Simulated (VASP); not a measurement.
# ZnO (Pm-3m) in VASP: a series of runs, part 2 of 2

VASP 6.6.1. Earlier steps stand in the parts before.

### Step 4. Single point, r2SCAN50

Contents of POSCAR:

```
ZnO
1.0
    2.6882100000      0.0000000000      0.0000000000
    0.0000000000      2.6882100000      0.0000000000
    0.0000000000      0.0000000000      2.6882100000
Zn O
1 1
Direct
    0.0000000000      0.0000000000      0.0000000000
    0.5000000000      0.5000000000      0.5000000000
```

Contents of INCAR.step1:

```
PREC = Accurate
ENCUT = 520
EDIFF = 1E-5
ISMEAR = -1
SIGMA = 0.05
LREAL = False
LASPH = True
NELM = 80
ALGO = Normal
ISIF = 2
LWAVE = True
LCHARG = False
NBANDS = 16
GGA = PE
```

Contents of INCAR.step2:

```
PREC = Accurate
ENCUT = 520
EDIFF = 1E-7
ISMEAR = -1
SIGMA = 0.05
LREAL = False
LASPH = True
NELM = 80
ALGO = Normal
ISIF = 2
LWAVE = False
LCHARG = False
METAGGA = R2SCAN
LHFCALC = True
AEXX = 0.5
LMIXTAU = True
PRECFOCK = Normal
NBANDS = 16
ISTART = 1
```

Contents of KPOINTS:

```
Automatic mesh
0
Gamma
  5 5 5
```

Potentials or basis: VASP PAW PBE potentials, release 64 (Zn, O).

Command:

```
> cat potpaw_PBE.64/Zn/POTCAR potpaw_PBE.64/O/POTCAR > POTCAR
> cp INCAR.step1 INCAR
> mpirun -np 1 vasp_std > vasp.out
> cp INCAR.step2 INCAR
> mpirun -np 1 vasp_std > vasp.out
```

OUTCAR:

```text
PREC = Accurate
   ENCUT = 520
   EDIFF = 1E-7
   ISMEAR = -1
   LREAL = False
   LASPH = True
   NELM = 80
   ISIF = 2
   METAGGA = R2SCAN
   LHFCALC = True
   AEXX = 0.5
   PRECFOCK = Normal
   ISTART = 1

 ion  position               nearest neighbor table
   1  0.000  0.000  0.000-   2 2.33   2 2.33   2 2.33   2 2.33   2 2.33   2 2.33   2 2.33   2 2.33

   2  0.500  0.500  0.500-   1 2.33   1 2.33   1 2.33   1 2.33   1 2.33   1 2.33   1 2.33   1 2.33

  LATTYP: Found a simple cubic cell.
 ALAT       =     2.6882100000

  Lattice vectors:

 A1 = (   2.6882100000,   0.0000000000,   0.0000000000)
 A2 = (   0.0000000000,   2.6882100000,   0.0000000000)
 A3 = (   0.0000000000,   0.0000000000,   2.6882100000)

Analysis of symmetry for initial positions (statically):
=====================================================================
 Subroutine PRICEL returns:
 Original cell was already a primitive cell.

 Routine SETGRP: Setting up the symmetry group for a
 simple cubic supercell.

 Subroutine GETGRP returns: Found 48 space group operations
 (whereof 48 operations were pure point group operations)
 out of a pool of 48 trial point group operations.

The static configuration has the point symmetry O_h .

Analysis of symmetry for dynamics (positions and initial velocities):
=====================================================================
 Subroutine PRICEL returns:
 Original cell was already a primitive cell.

 Routine SETGRP: Setting up the symmetry group for a
 simple cubic supercell.

 Subroutine GETGRP returns: Found 48 space group operations
 (whereof 48 operations were pure point group operations)
 out of a pool of 48 trial point group operations.

The dynamic configuration has the point symmetry O_h .

 Subroutine INISYM returns: Found 48 space group operations
 (whereof 48 operations are pure point group operations),
 and found     1 'primitive' translations

----------------------------------------------------------------------------------------

                                     Primitive cell

  volume of cell :      19.4263

  direct lattice vectors                    reciprocal lattice vectors
     2.688210000  0.000000000  0.000000000     0.371994747  0.000000000  0.000000000
     0.000000000  2.688210000  0.000000000     0.000000000  0.371994747  0.000000000
     0.000000000  0.000000000  2.688210000     0.000000000  0.000000000  0.371994747

  length of vectors
     2.688210000  2.688210000  2.688210000     0.371994747  0.371994747  0.371994747

  position of ions in fractional coordinates (direct lattice)
     0.000000000  0.000000000  0.000000000
     0.500000000  0.500000000  0.500000000

  ion indices of the primitive-cell ions
   primitive index   ion index
                 1           1
                 2           2

----------------------------------------------------------------------------------------
[... 28 lines left out ...]
  0.200000  0.000000  0.000000      6.000000
  0.400000  0.000000  0.000000      6.000000
  0.200000  0.200000  0.000000     12.000000
  0.400000  0.200000  0.000000     24.000000
  0.400000  0.400000  0.000000     12.000000
  0.200000  0.200000  0.200000      8.000000
  0.400000  0.200000  0.200000     24.000000
  0.400000  0.400000  0.200000     24.000000
  0.400000  0.400000  0.400000      8.000000
   k-points           NKPTS =     10   k-points in BZ     NKDIM =    125   number of bands    NBANDS=     16
   number of dos      NEDOS =    301   number of ions     NIONS =      2
   total plane-waves  NPLWV =   8000
   dimension x,y,z NGX =    20 NGY =   20 NGZ =   20
   dimension x,y,z NGXF=    40 NGYF=   40 NGZF=   40
   ions per type =               1   1
   NGX,Y,Z   is equivalent  to a cutoff of  12.37, 12.37, 12.37 a.u.
   NGXF,Y,Z  is equivalent  to a cutoff of  24.74, 24.74, 24.74 a.u.
 SYSTEM =  unknown system
   PREC   = accura    normal or accurate (medium, high low for compatibility)
   ISTART =      1    job   : 0-new  1-cont  2-samecut
   ICHARG =      0    charge: 1-file 2-atom 10-const
   ISPIN  =      1    spin polarized calculation?
   LNONCOLLINEAR =      F non collinear calculations
   LSORBIT =      F    spin-orbit coupling
   LASPH  =      T    aspherical Exc in radial PAW
   ENCUT  =  520.0 eV  38.22 Ry    6.18 a.u.   5.00  5.00  5.00*2*pi/ulx,y,z
   NELM   =     80;   NELMIN=  2; NELMDL=  0     # of ELM steps
   EDIFF  = 0.1E-06   stopping-criterion for ELM
   LREAL  =      F    real-space projection
   EDIFFG = 0.1E-05   stopping-criterion for IOM
   NSW    =      0    number of steps for IOM
   IBRION =     -1    ionic relax: 0-MD 1-quasi-New 2-CG
   NFREE  =      0    steps in history (QN), initial steepest desc. (CG)
   ISIF   =      2    stress and relaxation
   ISYM   =      3    0-nonsym 1-usesym 2-fastsym
   POTIM  = 0.5000    time-step for ionic-motion
   TEBEG  =    0.0;   TEEND  =   0.0 temperature during run
   PSTRESS=    0.0 pullay stress
   NELECT =      18.0000    total number of electrons
   NUPDOWN=      -1.0000    fix difference up-down
   EMIN   =  10.00;   EMAX   =-10.00  energy-range for DOS
   EFERMI =   0.00;   METHOD = LEGACY
   ISMEAR =    -1;   SIGMA  =   0.05  broadening in eV -4-tet -1-fermi 0-gaus
   EFERMI_NEDOS =   21; number of points for ismear=-14 and -15
   IALGO  =     38    algorithm
   IMIX   =      1    mixing-type and parameters
     AMIX     =   0.40;   BMIX     =  1.00
     AMIX_MAG =   1.60;   BMIX_MAG =  1.00
  volume/ion in A,a.u.               =       9.71        65.55
  Fermi-wavevector in a.u.,A,eV,Ry     =   1.596011  3.016023 34.657444  2.547250
  Thomas-Fermi vector in A             =   2.693840
   LORBIT       =      0    0 simple, 1 ext, 2 COOP (PROOUT), +10 PAW based schemes
   METAGGA = R2SCAN    functional components
   LHFCALC =     T    Hartree Fock is set to
   PRECFOCK=normal    Normal, Fast or Accurate (Low or Medium for compatibility)
   ENCUT4O =  -1.0   cutoff for four orbital integrals eV
   NKREDX  =     1    reduce k-point grid by
   NKREDY  =     1    reduce k-point grid by
   NKREDZ  =     1    reduce k-point grid by
   AEXX    =    0.5000 exact exchange contribution
   HFSCREEN=    0.0000 screening length (either q_TF or 0.3 A-1)
   HFSCREENC=   0.0000 screening length for correlation (either q_TF or 0.3 A-1)
   ENCUTFOCK=  -1.0 apply spherical cutoff to Coloumb kernel
   IVDW    =     0    specifies the selected vdW correction
   LEPSILON=     F    determine dielectric tensor
   LRPA    =     F    only Hartree local field effects (RPA)
 non-spin polarized calculation
  energy-cutoff  :      520.00
  volume of cell :       19.43
 maximum number of plane-waves:       526
 NGX is ok and might be reduce to    20
  NGX = 16; NGY = 16; NGZ = 16

 number of electron      18.0000023 magnetization

 Free energy of the ion-electron system (eV)
  ---------------------------------------------------
  ext. energy  EPLUGINS =         0.00000000
  ---------------------------------------------------
  free energy    TOTEN  =       -18.41799748 eV

  energy without entropy =      -18.41799748  energy(sigma->0) =      -18.41799748

 E-fermi :   1.2201     XC(G=0):  -7.2600

 val. band max:        0.0477142158   @ k =   0.4000   0.4000   0.0000
 cond. band min:       3.9441077166   @ k =   0.0000   0.0000   0.0000
 fundamental gap:      3.8963935009
 Fermi energy:         1.2200909117

 k-point     1 :       0.0000    0.0000    0.0000
  band No.  band energies     occupation
      1     -21.9007      2.00000
      2      -9.3720      2.00000
      3      -9.3720      2.00000
      4      -8.4642      2.00000
      5      -8.4642      2.00000
      6      -8.4642      2.00000
[... 167 lines left out ...]
      3      -9.7206      2.00000
      4      -9.3708      2.00000
      5      -8.1688      2.00000
      6      -8.1688      2.00000
[... 8 lines left out ...]
     15      27.2731      0.00000
     16      27.2731      0.00000

------------------------ aborting loop because EDIFF is reached ----------------------------------------

  FORCE on cell =-STRESS in cart. coord.  units (eV):
  Direction    XX          YY          ZZ          XY          YZ          ZX
  --------------------------------------------------------------------------------------
  -------------------------------------------------------------------------------------
  Total       -1.8895733     -1.8895733     -1.8895733      0.0000000      0.0000000      0.0000000
  in kB     -155.8420860   -155.8420860   -155.8420860      0.0000000      0.0000000      0.0000000
  external PRESSURE =    -155.8420860 kB  Pullay stress =       0.0000000 kB

 VOLUME and BASIS-vectors are now :
 -----------------------------------------------------------------------------
  energy-cutoff  :      520.00
  volume of cell :       19.43
      direct lattice vectors                 reciprocal lattice vectors
     2.688210000  0.000000000  0.000000000     0.371994747  0.000000000  0.000000000
     0.000000000  2.688210000  0.000000000     0.000000000  0.371994747  0.000000000
     0.000000000  0.000000000  2.688210000     0.000000000  0.000000000  0.371994747

 POSITION                                       TOTAL-FORCE (eV/Angst)
 -----------------------------------------------------------------------------------
      0.00000      0.00000      0.00000         0.000000      0.000000      0.000000
      1.34411      1.34411      1.34411         0.000000      0.000000      0.000000
 -----------------------------------------------------------------------------------
    total drift:                               -0.000000      0.000000      0.000000

  FREE ENERGIE OF THE ION-ELECTRON SYSTEM (eV)
  ---------------------------------------------------
  free  energy   TOTEN  =       -18.4179974825 eV

  energy  without entropy=      -18.4179974825  energy(sigma->0) =      -18.41799748
```

OSZICAR.step1:

```text
N       E                     dE             d eps       ncg     rms          rms(c)
DAV:   1     0.905414542684E+02    0.90541E+02   -0.95158E+03   328   0.175E+03
DAV:   2    -0.474077842351E+01   -0.95282E+02   -0.86643E+02   360   0.293E+02
DAV:   3    -0.924467946371E+01   -0.45039E+01   -0.44887E+01   352   0.639E+01
DAV:   4    -0.926286720763E+01   -0.18188E-01   -0.18187E-01   384   0.406E+00
DAV:   5    -0.926292266911E+01   -0.55461E-04   -0.55461E-04   384   0.210E-01    0.837E+00
DAV:   6    -0.755030508807E+01    0.17126E+01   -0.31750E+00   456   0.625E+01    0.579E+00
DAV:   7    -0.751141567560E+01    0.38889E-01   -0.56111E-01   328   0.120E+01    0.294E+00
DAV:   8    -0.748280471632E+01    0.28611E-01   -0.88107E-02   328   0.273E+00    0.547E-01
DAV:   9    -0.748006965961E+01    0.27351E-02   -0.38364E-03   448   0.112E+00    0.105E-01
DAV:  10    -0.748009139216E+01   -0.21733E-04   -0.76470E-04   336   0.236E-01    0.562E-02
DAV:  11    -0.748010723082E+01   -0.15839E-04   -0.24995E-05   360   0.494E-02    0.492E-03
DAV:  12    -0.748010655915E+01    0.67167E-06   -0.12337E-06   184   0.131E-02
   1 F= -.74801066E+01 E0= -.74781643E+01  d E =-.388455E-02
```

It took 7.3 min on 1 thread of Intel Xeon 6975P-C, shared host; peak memory 0.14 GiB.

Results:

```
Free energy            : -18.4180 eV
Pressure               : -15.6 GPa
Band gap on the k mesh : 3.90 eV (least direct gap 5.07 eV)
```

Levels at points of the mesh, in eV from the valence-band top:
| k point | band 7 | band 8 | band 9 | band 10 | band 11 | band 12 |
| --- | --- | --- | --- | --- | --- | --- |
| (0.00, 0.00, 0.00) | -1.17 | -1.17 | -1.17 | 3.90 | 19.41 | 19.41 |

Caveat: the k points lie up to 0.47 Å⁻¹ apart; the PAW data sets were made with another functional, which shifts forces and pressure a little; an odd mesh through Γ misses points on the zone boundary, where band edges can lie.

### Step 5. Single point, HF

POSCAR is that of step 4.

Contents of INCAR.step1:

```
SYSTEM = ZnO
ALGO = Normal
EDIFF = 1E-5
ENCUT = 520
GGA = PE
ISIF = 2
ISMEAR = -1
LASPH = .True.
LCHARG = .False.
LREAL = .False.
LWAVE = .True.
NBANDS = 16
NELM = 100
PREC = Accurate
SIGMA = 0.05
```

Contents of INCAR.step2:

```
SYSTEM = ZnO
AEXX = 1.0
AGGAC = 0.0
ALDAC = 0.0
ALGO = Normal
EDIFF = 1E-6
ENCUT = 520
GGA = PE
ISIF = 2
ISMEAR = -1
ISTART = 1
LASPH = .True.
LCHARG = .False.
LHFCALC = .True.
LREAL = .False.
LWAVE = .False.
NBANDS = 16
NELM = 100
PREC = Accurate
PRECFOCK = Normal
SIGMA = 0.05
```

Contents of KPOINTS:

```
k-points
0
Gamma
  5 5 5
  0 0 0
```

Potentials or basis: VASP PAW PBE potentials, release 64 (Zn, O).

Command:

```
> cat potpaw_PBE.64/Zn/POTCAR potpaw_PBE.64/O/POTCAR > POTCAR
> cp INCAR.step1 INCAR
> mpirun -np 1 vasp_std > vasp.out
> cp INCAR.step2 INCAR
> mpirun -np 1 vasp_std > vasp.out
```

OUTCAR:

```text
SYSTEM = ZnO
   AEXX = 1.0
   EDIFF = 1E-6
   ENCUT = 520
   GGA = PE
   ISIF = 2
   ISMEAR = -1
   ISTART = 1
   LASPH = .True.
   LHFCALC = .True.
   LREAL = .False.
   NELM = 100
   PREC = Accurate
   PRECFOCK = Normal

 ion  position               nearest neighbor table
   1  0.000  0.000  0.000-   2 2.33   2 2.33   2 2.33   2 2.33   2 2.33   2 2.33   2 2.33   2 2.33

   2  0.500  0.500  0.500-   1 2.33   1 2.33   1 2.33   1 2.33   1 2.33   1 2.33   1 2.33   1 2.33

[... 373 lines left out ...]
------------------------ aborting loop because EDIFF is reached ----------------------------------------

  FORCE on cell =-STRESS in cart. coord.  units (eV):
  Direction    XX          YY          ZZ          XY          YZ          ZX
  --------------------------------------------------------------------------------------
  -------------------------------------------------------------------------------------
  Total       -0.7185407     -0.7185407     -0.7185407      0.0000000     -0.0000000      0.0000000
  in kB      -59.2614668    -59.2614668    -59.2614668      0.0000000     -0.0000000      0.0000000
  external PRESSURE =     -59.2614668 kB  Pullay stress =       0.0000000 kB

 VOLUME and BASIS-vectors are now :
 -----------------------------------------------------------------------------
  energy-cutoff  :      520.00
  volume of cell :       19.43
      direct lattice vectors                 reciprocal lattice vectors
     2.688210000  0.000000000  0.000000000     0.371994747  0.000000000  0.000000000
     0.000000000  2.688210000  0.000000000     0.000000000  0.371994747  0.000000000
     0.000000000  0.000000000  2.688210000     0.000000000  0.000000000  0.371994747

 POSITION                                       TOTAL-FORCE (eV/Angst)
 -----------------------------------------------------------------------------------
      0.00000      0.00000      0.00000         0.000000      0.000000      0.000000
      1.34411      1.34411      1.34411         0.000000      0.000000      0.000000
 -----------------------------------------------------------------------------------
    total drift:                               -0.000000      0.000000     -0.000000

  FREE ENERGIE OF THE ION-ELECTRON SYSTEM (eV)
  ---------------------------------------------------
  free  energy   TOTEN  =       -17.7651437561 eV

  energy  without entropy=      -17.7651437561  energy(sigma->0) =      -17.76514376
```

Wall time 7.1 min (1 thread of Intel Xeon 6975P-C, shared host); peak memory 0.13 GiB.

Results:

| Item | Value |
| --- | --- |
| Free energy | -17.7651 eV |
| Pressure | -5.9 GPa |
| Band gap on the k mesh | 9.11 eV (least direct gap 10.40 eV) |

Levels at points of the mesh, in eV from the valence-band top:
```
           k point  band 6  band 7  band 8  band 9  band 10  band 11  band 12  band 13
(0.00, 0.00, 0.00)  -11.41   -1.28   -1.28   -1.28     9.11    24.74    24.74    30.53
```

Caveat: the k points lie up to 0.47 Å⁻¹ apart; the PAW data sets were made with another functional, which shifts forces and pressure a little; an odd mesh through Γ misses points on the zone boundary, where band edges can lie.

### Step 6. Summary

| level | share of exact exchange | gap on the mesh (eV) | pressure (GPa) |
| --- | --- | --- | --- |
| r2SCAN0 | 0.25 | 1.76 | -11.9 |
| r2SCANh | 0.1 | 0.55 | -9.3 |
| r2SCAN50 | 0.5 | 3.90 | -15.6 |
| HF | 1 | 9.11 | -5.9 |

Alike in all rows: task single point; potentials or basis VASP PAW PBE potentials, release 64 (Zn, O); no spin polarisation; cell as given; k mesh 5 × 5 × 5; cutoff (eV) 520; smearing fermi-dirac 0.05 eV.

Caveats: all runs use coarse meshes; the PAW data sets were made with another functional, which shifts forces and pressure a little; an odd mesh through Γ misses points on the zone boundary, where band edges can lie.

Total energies depend on the potentials used, so only differences within one code and one set of settings carry meaning.
